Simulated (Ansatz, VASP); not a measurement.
## NbSiO4 in VASP and in Ansatz

```
Nb Si O
1.0
     3.16999    0.00000    0.00000
     0.00000    3.16999    0.00000
     0.00000    0.00000    6.31865
Nb Si O
1 1 4
Direct
  0.50000 0.50000 0.50000
  0.00000 0.00000 0.00000
  0.50000 0.00000 0.00000
  0.00000 0.50000 0.00000
  0.00000 0.00000 0.32134
  0.00000 0.00000 0.67866
```

Change from the starting cell: species swapped into the AlTlF4 type (P4/mmm, No. 123).

Alike in both runs: functional PBE; k mesh 6 × 6 × 4; occupations gaussian, width 0.1 eV; collinear spin.

Ansatz relaxed the structure, and its values are those at the end. VASP's run is a single point on that final structure, the one shown.

|  | VASP | Ansatz |
| --- | --- | --- |
| version | VASP 6.6.1 | Ansatz 0.2.0 |
| potentials or method | VASP PAW PBE potentials, release 64 (Nb_sv, Si, O), cutoff 520 eV | scalar-relativistic, plane waves, PAW |
| valence electrons in the cell | 41 | 41 |

VASP gave:

```
gap on the k mesh at the Fermi level (eV)                     : none
pressure (GPa)                                                : 0.1
rms of the force components (eV/Å)                            : 0.009
net moment per atom (μB)                                      : 0.15
size of the moment on the site where the two differ most (μB) : 0.73
```

Question: Estimate Ansatz's values.

Answer: gap on the k mesh at the Fermi level (eV): none; pressure (GPa): 0.0; rms of the force components (eV/Å): 0.006; net moment per atom (μB): 0.15; size of the moment on the site where the two differ most (μB): 0.63.

Site moments also hang on the region over which each program counts them. A gap of «none» marks a metal or a gap that the smearing closes. With one functional, cell and mesh, what is left measures potentials, basis and numerics. Ansatz's warnings: no starting moments.
